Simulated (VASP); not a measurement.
Crystal: Sb.

```xyz
1
Lattice="-1.6880 1.9987 2.0359 1.6880 -1.9987 2.0359 1.6880 1.9987 -2.0359" Properties=species:S:1:pos:R:3 pbc="T T T"
Sb    0.0000    0.0000    0.0000
```

The cell was generated, and may not be a known phase.

| Quantity | Value |
| --- | --- |
| Program | VASP 6.6.1 |
| Task | relaxation of cell and atoms |
| Functional | PBE |
| Potentials or basis | VASP PAW PBE potentials, release 64 (Sb) |
| Cutoff | 600 eV |
| k mesh | 22 × 22 × 22 |
| Occupations | gaussian, width 0.1 eV |
| Spin | no spin polarisation |

At the start: pressure 0.2 GPa; volume 27.48 Å³/atom.

Q: How do energy, volume and symmetry change on relaxing?

A: Over 28 steps the energy falls by 29.4 meV/atom and the volume is 27.16 Å³/atom (-1.2 %); space group I4/mmm (No. 139, to 0.1 Å) before, Im-3m (No. 229, to 0.1 Å).

The path:
| step | energy change (eV) | largest force (eV/Å) | pressure (GPa) | volume (Å³) |
| --- | --- | --- | --- | --- |
| 1 | 0.0000 | 0.0000 | 0.18 | 27.48 |
| 2 | -0.0009 | 0.0000 | -0.16 | 27.60 |
| 3 | -0.0027 | 0.0000 | -0.94 | 27.88 |
| 4 | -0.0041 | 0.0000 | -2.23 | 28.44 |
| 5 | -0.0043 | 0.0000 | -1.66 | 28.18 |
| 6 | -0.0044 | 0.0000 | -1.86 | 28.27 |
| 7 | -0.0046 | 0.0000 | -1.87 | 28.27 |
| 8 | -0.0050 | 0.0000 | -1.92 | 28.29 |
| 9 | -0.0056 | 0.0000 | -2.00 | 28.32 |
| 10 | -0.0065 | 0.0000 | -2.16 | 28.38 |
| 11 | -0.0089 | 0.0000 | -2.44 | 28.48 |
| 12 | -0.0120 | 0.0000 | -2.88 | 28.66 |
| 13 | -0.0167 | 0.0000 | -2.49 | 28.42 |
| 14 | -0.0195 | 0.0000 | -2.01 | 28.17 |
| 15 | -0.0196 | 0.0000 | -0.88 | 27.64 |
| 16 | -0.0204 | 0.0000 | -1.56 | 27.95 |
| 17 | -0.0227 | 0.0000 | -1.26 | 27.79 |
| 18 | -0.0273 | 0.0000 | -0.29 | 27.30 |
| 19 | -0.0200 | 0.0000 | 2.11 | 26.33 |
| 20 | -0.0279 | 0.0000 | 0.14 | 27.10 |
| 21 | -0.0282 | 0.0000 | 0.13 | 27.11 |
| 22 | -0.0290 | 0.0000 | 0.06 | 27.14 |
| 23 | -0.0288 | 0.0000 | -0.04 | 27.18 |
| 24 | -0.0291 | 0.0000 | 0.02 | 27.16 |
| 25 | -0.0293 | 0.0000 | -0.01 | 27.17 |
| 26 | -0.0294 | 0.0000 | -0.06 | 27.19 |
| 27 | -0.0294 | 0.0000 | 0.04 | 27.14 |
| 28 | -0.0294 | 0.0000 | 0.01 | 27.16 |

Final structure:
```
Sb
1.0
    -1.89311    1.89288    1.89466
     1.89311   -1.89288    1.89466
     1.89311    1.89288   -1.89466
Sb
1
Direct
  0.00000 0.00000 0.00000
```
